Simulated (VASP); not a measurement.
# SrTlF3 (Pm-3m) in VASP: single point with r2SCAN+rVV10

Aim: the single point of SrTlF3 with r2SCAN+rVV10.

All numbers are computed with VASP 6.6.1; they aren't measurements. Logs are shortened: lines on timing, memory, paths and dates and some standing lists are left out, and cuts for length are marked.

**1. The cell of the first run**

It takes space group Pm-3m (No. 221, cubic). Conventional cell: a = 4.680 Å, b = 4.680 Å, c = 4.680 Å, α = 90.00°, β = 90.00°, γ = 90.00°. Within 4.4 Å of Tl (site symmetry m-3m) lie 12 F at 3.31 Å and 8 Sr at 4.05 Å. Sr (site symmetry m-3m) has 6 F at 2.34 Å within 3.1 Å. Within 3.1 Å of F (site symmetry 4/mmm) lie 2 Sr at 2.34 Å.

**2. Single point, r2SCAN+rVV10**

Input file POSCAR:

```
SrTlF3
1.0
    4.6797999155      0.0000000000      0.0000000000
    0.0000000000      4.6797999155      0.0000000000
    0.0000000000      0.0000000000      4.6797999155
Tl Sr F
1 1 3
Direct
    0.0000000000      0.0000000000      0.0000000000
    0.5000000000      0.5000000000      0.5000000000
    0.5000000000      0.5000000000      0.0000000000
    0.5000000000      0.0000000000      0.5000000000
    0.0000000000      0.5000000000      0.5000000000
```

Input file INCAR.step1:

```
SYSTEM = SrTlF3
ALGO = Normal
EDIFF = 1E-4
ENCUT = 520
GGA = PE
ISMEAR = -1
LASPH = .True.
LCHARG = .False.
LREAL = .False.
LWAVE = .True.
NBANDS = 30
NELM = 60
PREC = Accurate
SIGMA = 0.03
```

Input file INCAR.step2:

```
SYSTEM = SrTlF3
ALGO = Normal
BPARAM = 11.95
CPARAM = 0.0093
EDIFF = 1E-7
ENCUT = 520
ISIF = 2
ISMEAR = -1
ISTART = 1
IVDW_NL = 2
LASPH = .True.
LCHARG = .False.
LMIXTAU = .True.
LREAL = .False.
LUSE_VDW = .True.
LWAVE = .False.
METAGGA = R2SCAN
NBANDS = 30
NELM = 60
PREC = Accurate
SIGMA = 0.03
```

Input file KPOINTS:

```
k-points
0
Gamma
  6 6 6
  0 0 0
```

Potentials or basis: VASP PAW PBE potentials, release 64 (Tl_d, Sr_sv, F).

On the command line:

```sh
> cat potpaw_PBE.64/Tl_d/POTCAR potpaw_PBE.64/Sr_sv/POTCAR potpaw_PBE.64/F/POTCAR > POTCAR
> cp INCAR.step1 INCAR
> mpirun -np 1 vasp_std > vasp.out
> cp INCAR.step2 INCAR
> mpirun -np 1 vasp_std > vasp.out
```

OUTCAR:

```text
SYSTEM = SrTlF3
   BPARAM = 11.95
   EDIFF = 1E-7
   ENCUT = 520
   ISIF = 2
   ISMEAR = -1
   ISTART = 1
   IVDW_NL = 2
   LASPH = .True.
   LREAL = .False.
   METAGGA = R2SCAN
   NELM = 60
   PREC = Accurate

 ion  position               nearest neighbor table
   1  0.000  0.000  0.000-   2 4.05   2 4.05   2 4.05   2 4.05   2 4.05   2 4.05   2 4.05   2 4.05

   2  0.500  0.500  0.500-   3 2.34   4 2.34   5 2.34   3 2.34   4 2.34   5 2.34   1 4.05   1 4.05
                             1 4.05   1 4.05   1 4.05   1 4.05   1 4.05   1 4.05
   3  0.500  0.500  0.000-   2 2.34   2 2.34
   4  0.500  0.000  0.500-   2 2.34   2 2.34
   5  0.000  0.500  0.500-   2 2.34   2 2.34

  LATTYP: Found a simple cubic cell.
 ALAT       =     4.6797999155

  Lattice vectors:

 A1 = (   4.6797999155,   0.0000000000,   0.0000000000)
 A2 = (   0.0000000000,   4.6797999155,   0.0000000000)
 A3 = (   0.0000000000,   0.0000000000,   4.6797999155)

Analysis of symmetry for initial positions (statically):
=====================================================================
 Subroutine PRICEL returns:
 Original cell was already a primitive cell.

 Routine SETGRP: Setting up the symmetry group for a
 simple cubic supercell.

 Subroutine GETGRP returns: Found 48 space group operations
 (whereof 48 operations were pure point group operations)
 out of a pool of 48 trial point group operations.

The static configuration has the point symmetry O_h .

Analysis of symmetry for dynamics (positions and initial velocities):
=====================================================================
 Subroutine PRICEL returns:
 Original cell was already a primitive cell.

 Routine SETGRP: Setting up the symmetry group for a
 simple cubic supercell.

 Subroutine GETGRP returns: Found 48 space group operations
 (whereof 48 operations were pure point group operations)
 out of a pool of 48 trial point group operations.

The dynamic configuration has the point symmetry O_h .

 Subroutine INISYM returns: Found 48 space group operations
 (whereof 48 operations are pure point group operations),
 and found     1 'primitive' translations

----------------------------------------------------------------------------------------

                                     Primitive cell

  volume of cell :     102.4901

  direct lattice vectors                    reciprocal lattice vectors
     4.679799916  0.000000000  0.000000000     0.213684349  0.000000000  0.000000000
     0.000000000  4.679799916  0.000000000     0.000000000  0.213684349  0.000000000
     0.000000000  0.000000000  4.679799916     0.000000000  0.000000000  0.213684349

  length of vectors
     4.679799916  4.679799916  4.679799916     0.213684349  0.213684349  0.213684349

  position of ions in fractional coordinates (direct lattice)
     0.000000000  0.000000000  0.000000000
     0.500000000  0.500000000  0.500000000
     0.500000000  0.500000000  0.000000000
     0.500000000  0.000000000  0.500000000
     0.000000000  0.500000000  0.500000000

  ion indices of the primitive-cell ions
   primitive index   ion index
                 1           1
                 2           2
                 3           3
                 4           4
                 5           5

----------------------------------------------------------------------------------------

 KPOINTS: k-points

Automatic generation of k-mesh.
 Grid dimensions read from file:
 generate k-points for:    6    6    6

 Generating k-lattice:

  Cartesian coordinates                     Fractional coordinates (reciprocal lattice)
     0.035614058  0.000000000  0.000000000     0.166666667  0.000000000  0.000000000
     0.000000000  0.035614058  0.000000000     0.000000000  0.166666667  0.000000000
     0.000000000  0.000000000  0.035614058     0.000000000  0.000000000  0.166666667

  Length of vectors
     0.035614058  0.035614058  0.035614058

  Shift w.r.t. Gamma in fractional coordinates (k-lattice)
     0.000000000  0.000000000  0.000000000

 Subroutine IBZKPT returns following result:
 ===========================================

 Found     20 irreducible k-points:

 Following reciprocal coordinates:
            Coordinates               Weight
  0.000000  0.000000  0.000000      1.000000
  0.166667  0.000000  0.000000      6.000000
  0.333333  0.000000  0.000000      6.000000
  0.500000  0.000000  0.000000      3.000000
  0.166667  0.166667  0.000000     12.000000
  0.333333  0.166667  0.000000     24.000000
[... 12 lines left out ...]
  0.500000  0.500000  0.333333      6.000000
  0.500000  0.500000  0.500000      1.000000
   k-points           NKPTS =     20   k-points in BZ     NKDIM =     20   number of bands    NBANDS=     30
   number of dos      NEDOS =    301   number of ions     NIONS =      5
   total plane-waves  NPLWV =  46656
   dimension x,y,z NGX =    36 NGY =   36 NGZ =   36
   dimension x,y,z NGXF=    72 NGYF=   72 NGZF=   72
   ions per type =               1   1   3
   NGX,Y,Z   is equivalent  to a cutoff of  12.79, 12.79, 12.79 a.u.
   NGXF,Y,Z  is equivalent  to a cutoff of  25.58, 25.58, 25.58 a.u.
 SYSTEM =  SrTlF3
   PREC   = accura    normal or accurate (medium, high low for compatibility)
   ISTART =      1    job   : 0-new  1-cont  2-samecut
   ICHARG =      0    charge: 1-file 2-atom 10-const
   ISPIN  =      1    spin polarized calculation?
   LNONCOLLINEAR =      F non collinear calculations
   LSORBIT =      F    spin-orbit coupling
   LASPH  =      T    aspherical Exc in radial PAW
   ENCUT  =  520.0 eV  38.22 Ry    6.18 a.u.   8.70  8.70  8.70*2*pi/ulx,y,z
   NELM   =     60;   NELMIN=  2; NELMDL=  0     # of ELM steps
   EDIFF  = 0.1E-06   stopping-criterion for ELM
   LREAL  =      F    real-space projection
   EDIFFG = 0.1E-05   stopping-criterion for IOM
   NSW    =      0    number of steps for IOM
   IBRION =     -1    ionic relax: 0-MD 1-quasi-New 2-CG
   NFREE  =      0    steps in history (QN), initial steepest desc. (CG)
   ISIF   =      2    stress and relaxation
   ISYM   =      2    0-nonsym 1-usesym 2-fastsym
   POTIM  = 0.5000    time-step for ionic-motion
   TEBEG  =    0.0;   TEEND  =   0.0 temperature during run
   PSTRESS=    0.0 pullay stress
   NELECT =      44.0000    total number of electrons
   NUPDOWN=      -1.0000    fix difference up-down
   EMIN   =  10.00;   EMAX   =-10.00  energy-range for DOS
   EFERMI =   0.00;   METHOD = LEGACY
   ISMEAR =    -1;   SIGMA  =   0.03  broadening in eV -4-tet -1-fermi 0-gaus
   EFERMI_NEDOS =   21; number of points for ismear=-14 and -15
   IALGO  =     38    algorithm
   IMIX   =      4    mixing-type and parameters
     AMIX     =   0.40;   BMIX     =  1.00
     AMIX_MAG =   1.60;   BMIX_MAG =  1.00
  volume/ion in A,a.u.               =      20.50       138.33
  Fermi-wavevector in a.u.,A,eV,Ry     =   1.234995  2.333802 20.751769  1.525212
  Thomas-Fermi vector in A             =   2.369662
   LORBIT       =      0    0 simple, 1 ext, 2 COOP (PROOUT), +10 PAW based schemes
   METAGGA = R2SCAN    functional components
   LHFCALC =     F    Hartree Fock is set to
   AEXX    =    0.0000 exact exchange contribution
   IVDW_NL    =     2    kernel type
   BPARAM     =11.9500
   IVDW    =     0    specifies the selected vdW correction
   LEPSILON=     F    determine dielectric tensor
   LRPA    =     F    only Hartree local field effects (RPA)
 non-spin polarized calculation
  energy-cutoff  :      520.00
  volume of cell :      102.49
 maximum number of plane-waves:      2800
 NGX is ok and might be reduce to    36
   NGX = 17   NGY = 17   NGZ = 17

 number of electron      43.9999994 magnetization

 Free energy of the ion-electron system (eV)
  ---------------------------------------------------
  ext. energy  EPLUGINS =         0.00000000
  ---------------------------------------------------
  free energy    TOTEN  =       -91.80351361 eV

  energy without entropy =      -91.80351361  energy(sigma->0) =      -91.80351361

 E-fermi :  -0.9022     XC(G=0):  -9.2569

 val. band max:       -1.6057676240   @ k =   0.5000   0.0000   0.0000
 cond. band min:       3.2169197228   @ k =   0.5000   0.0000   0.0000
 fundamental gap:      4.8226873468
 Fermi energy:        -0.9021779670

 k-point     1 :       0.0000    0.0000    0.0000
  band No.  band energies     occupation
      1     -32.3491      2.00000
      2     -22.1374      2.00000
      3     -22.1374      2.00000
      4     -22.0909      2.00000
      5     -14.0654      2.00000
      6     -14.0654      2.00000
[... 22 lines left out ...]
     29       9.1003      0.00000
     30       9.1013      0.00000

 k-point     2 :       0.1667    0.0000    0.0000
  band No.  band energies     occupation
      1     -32.3450      2.00000
      2     -22.1796      2.00000
      3     -22.1372      2.00000
      4     -22.1007      2.00000
      5     -14.0626      2.00000
      6     -14.0626      2.00000
[... 22 lines left out ...]
     29       9.3213      0.00000
     30       9.4239      0.00000

 k-point     3 :       0.3333    0.0000    0.0000
  band No.  band energies     occupation
      1     -32.3367      2.00000
      2     -22.2775      2.00000
      3     -22.1361      2.00000
      4     -22.1031      2.00000
      5     -14.0570      2.00000
      6     -14.0570      2.00000
[... 22 lines left out ...]
     29       9.9152      0.00000
     30      10.1693      0.00000

 k-point     4 :       0.5000    0.0000    0.0000
  band No.  band energies     occupation
      1     -32.3326      2.00000
      2     -22.3264      2.00000
      3     -22.1360      2.00000
      4     -22.1028      2.00000
      5     -14.0541      2.00000
      6     -14.0541      2.00000
[... 484 lines left out ...]
     29      10.7743      0.00000
     30      11.5551      0.00000

 k-point    19 :       0.5000    0.5000    0.3333
  band No.  band energies     occupation
      1     -32.3038      2.00000
      2     -22.3223      2.00000
      3     -22.3223      2.00000
      4     -22.2727      2.00000
      5     -13.5364      2.00000
      6     -13.3621      2.00000
[... 22 lines left out ...]
     29      10.8680      0.00000
     30      11.9909      0.00000

 k-point    20 :       0.5000    0.5000    0.5000
  band No.  band energies     occupation
      1     -32.2997      2.00000
      2     -22.3223      2.00000
      3     -22.3223      2.00000
      4     -22.3223      2.00000
      5     -13.3593      2.00000
      6     -13.3593      2.00000
[... 22 lines left out ...]
     29      11.0463      0.00000
     30      11.0463      0.00000

------------------------ aborting loop because EDIFF is reached ----------------------------------------

  FORCE on cell =-STRESS in cart. coord.  units (eV):
  Direction    XX          YY          ZZ          XY          YZ          ZX
  --------------------------------------------------------------------------------------
  -------------------------------------------------------------------------------------
  Total        0.1810771      0.1810771      0.1810771      0.0000000      0.0000000     -0.0000000
  in kB        2.8306895      2.8306895      2.8306895      0.0000000      0.0000000     -0.0000000
  external PRESSURE =       2.8306895 kB  Pullay stress =       0.0000000 kB

 VOLUME and BASIS-vectors are now :
 -----------------------------------------------------------------------------
  energy-cutoff  :      520.00
  volume of cell :      102.49
      direct lattice vectors                 reciprocal lattice vectors
     4.679799916  0.000000000  0.000000000     0.213684349  0.000000000  0.000000000
     0.000000000  4.679799916  0.000000000     0.000000000  0.213684349  0.000000000
     0.000000000  0.000000000  4.679799916     0.000000000  0.000000000  0.213684349

 POSITION                                       TOTAL-FORCE (eV/Angst)
 -----------------------------------------------------------------------------------
      0.00000      0.00000      0.00000         0.000000      0.000000      0.000000
      2.33990      2.33990      2.33990         0.000000      0.000000      0.000000
      2.33990      2.33990      0.00000         0.000000      0.000000      0.000000
      2.33990      0.00000      2.33990         0.000000      0.000000      0.000000
      0.00000      2.33990      2.33990         0.000000      0.000000      0.000000
 -----------------------------------------------------------------------------------
    total drift:                                0.000000      0.000000      0.000000

  FREE ENERGIE OF THE ION-ELECTRON SYSTEM (eV)
  ---------------------------------------------------
  free  energy   TOTEN  =       -91.8035136139 eV

  energy  without entropy=      -91.8035136139  energy(sigma->0) =      -91.80351361
```

It took 5.8 min on 1 thread of Intel Xeon Platinum 8259CL at 2.50GHz (Skylake/Cascade Lake), shared host; peak memory 0.42 GiB.

Results:

```yaml
Free_energy: -91.8035 eV
Pressure: 0.3 GPa
Band_gap_on_the_k_mesh: 4.82 eV
```

Caveat: the PAW data sets were made with another functional, which shifts forces and pressure a little; spin-orbit coupling is left out, which moves the levels of the heavy elements. A k mesh can miss the band edges.
